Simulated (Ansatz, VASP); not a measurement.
Given: the input of a run of Ansatz 0.2.0 on CaSe.

The input input.yaml:

```yaml
crystal:
  lattice:
    - [0.0, 2.9755767295, 2.9755767295]
    - [2.9755767295, 0.0, 2.9755767295]
    - [2.9755767295, 2.9755767295, 0.0]
  atoms:
    - { symbol: Se, position: [0.5, 0.5, 0.5] }
    - { symbol: Ca, position: [0.0, 0.0, 0.0] }
kpoints:
  mp_grid: { grid: [8, 8, 8] }
scf:
  occupations: { method: fermi_dirac, width: 0.05 }
hamiltonian:
  xc: pbe
  pseudopotentials: { kind: all_electron, lapw: { basis_error: 0.0005 } }
output:
  forces: true
  stress: true
  eigenvalues: true
```

Potentials or basis: all-electron LAPW, scalar-relativistic.

Run with:

```bash
$ ansatz run input.yaml --threads 1 --pin off --max-ram 3072MiB --backend cpu --events-out ev --progress --plain --runs-dir out
```

Q: Translate it to VASP 6.6.1. Potentials there: VASP PAW PBE potentials, release 64 (Se, Ca_sv).

A: As run (the cutoff follows the program's own potentials):

The input INCAR:

```
  ALGO = Normal
  EDIFF = 1E-6
  ENCUT = 520
  GGA = PE
  ISIF = 2
  ISMEAR = -1
  LASPH = T
  LCHARG = T
  LELF = T
  LREAL = F
  LVHAR = T
  LWAVE = F
  NBANDS = 15
  NELM = 60
  PREC = Accurate
  SIGMA = 0.05
```

File KPOINTS:

```
k-points
0
Gamma
  8 8 8
```

File POSCAR:

```
CaSe
1.0
    0.0000000000      2.9755767295      2.9755767295
    2.9755767295      0.0000000000      2.9755767295
    2.9755767295      2.9755767295      0.0000000000
Se Ca
1 1
Direct
    0.5000000000      0.5000000000      0.5000000000
    0.0000000000      0.0000000000      0.0000000000
```

Potentials or basis: VASP PAW PBE potentials, release 64 (Se, Ca_sv).

Command:

```bash
$ cat potpaw_PBE.64/Se/POTCAR potpaw_PBE.64/Ca_sv/POTCAR > POTCAR
$ mpirun -np 1 vasp_std > vasp.out
```

Both were run:

|  | VASP | Ansatz | Ansatz less VASP |
| --- | --- | --- | --- |
| gap on the k mesh at the Fermi level (eV) | 2.07 | 2.07 | +0.009 |
| least direct gap on the mesh (eV) | 2.98 | 2.99 | +0.007 |
| pressure (GPa) | 0.3 | 0.2 | -0.17 |

Ansatz ran all-electron here, and VASP with PAW potentials.
